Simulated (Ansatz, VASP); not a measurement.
# As: VASP beside Ansatz

Contents of POSCAR:

```
As
1.0
    0.0000000000      2.1218457410      2.1218457410
    2.1218457410      0.0000000000      2.1218457410
    2.1218457410      2.1218457410      0.0000000000
As
1
Direct
    0.0000000000      0.0000000000      0.0000000000
```

INCAR.step1

```
SYSTEM = As
  PREC = Accurate
  ENCUT = 520
  ISMEAR = -1
  SIGMA = 0.1
  LREAL = .False.
  LASPH = .True.
  NELM = 80
  NBANDS = 8
  GGA = PE
  ALGO = Normal
  EDIFF = 1E-4
  LWAVE = .True.
  LCHARG = .False.
```

File INCAR.step2:

```
SYSTEM = As
  PREC = Accurate
  ENCUT = 520
  EDIFF = 1E-6
  ISMEAR = -1
  SIGMA = 0.1
  LREAL = .False.
  LASPH = .True.
  NELM = 80
  ALGO = Normal
  ISIF = 2
  LWAVE = .False.
  LCHARG = .False.
  METAGGA = R2SCAN
  LMIXTAU = .True.
  NBANDS = 8
  ISTART = 1
```

The input KPOINTS:

```
regular mesh
0
Gamma
  14 14 14
  0 0 0
```

Input for Ansatz:

```yaml
crystal:
  lattice:
    - [0.0, 2.121845741, 2.121845741]
    - [2.121845741, 0.0, 2.121845741]
    - [2.121845741, 2.121845741, 0.0]
  atoms:
    - { symbol: As, position: [0.0, 0.0, 0.0] }
hamiltonian:
  xc: r2scan
  pseudopotentials:
    kind: paw
    azcp:
      As: "pseudopotentials/As.paw.azcp"
basis:
  ecutwfc: 500
  fft_grid_basis: typed
kpoints:
  mp_grid: { grid: [14, 14, 14], shift: [0, 0, 0] }
magnetization:
  spin_polarized: false
scf:
  occupations: { method: fermi_dirac, width: 0.1 }
  lower_state_search: "off"
output:
  stress: true
```

Alike in both runs: task single point; functional r2SCAN; k mesh 14 × 14 × 14; occupations fermi-dirac, width 0.1 eV; no spin polarisation.

```csv
,VASP,Ansatz
version,VASP 6.6.1,Ansatz 0.2.0
potentials or method,"VASP PAW PBE potentials, release 64 (As), cutoff 520 eV","plane waves (500 eV) with PAW, scalar-relativistic"
valence electrons in the cell,5,15
```

|  | VASP | Ansatz | Ansatz less VASP |
| --- | --- | --- | --- |
| pressure (GPa) | -0.2 | -0.1 | +0.11 |

VASP's potentials were made for PBE, not for r2SCAN. The functional is the same, so the differences come from potentials, cutoffs and numerics. VASP's potentials hold 5 valence electrons a cell and Ansatz's 15, so a difference there can come from the potentials and not from the codes.
